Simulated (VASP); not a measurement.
The system is CoO.

```
Co O
1.0
     0.00000    2.12453   -2.12453
     0.00000    2.12453    2.12453
     4.24906    0.00000    0.00000
Co O
2 2
Direct
  0.00000 0.00000 0.00000
  0.50000 0.50000 0.50000
  0.00000 0.00000 0.50000
  0.50000 0.50000 0.00000
```

Base run:

* Program: VASP 6.6.1
* Functional: PBE
* Potentials or basis: VASP PAW PBE potentials, release 64 (Co, O)
* Cutoff: 520 eV
* k mesh: 10 × 10 × 6
* Occupations: gaussian, width 0.05 eV
* Spin: collinear spin, antiferromagnetic start
* Starting moments: [3.0, -3.0, 0.0, 0.0] μB

Its results: pressure -3.3 GPa; net moment 0.00 μB per cell; site moments Co +2.30, -2.30; O -0.10, +0.10 μB.

Task: The run is repeated on the same cell with these changes: spin from collinear spin, antiferromagnetic start to collinear spin, ferromagnetic start; moments at the start from [3.0, -3.0, 0.0, 0.0] to [3.0, 3.0, 0.0, 0.0]. What comes out?

Result: Pressure -0.9 GPa; net moment 5.78 μB per cell; site moments Co +2.54; O +0.29 μB.
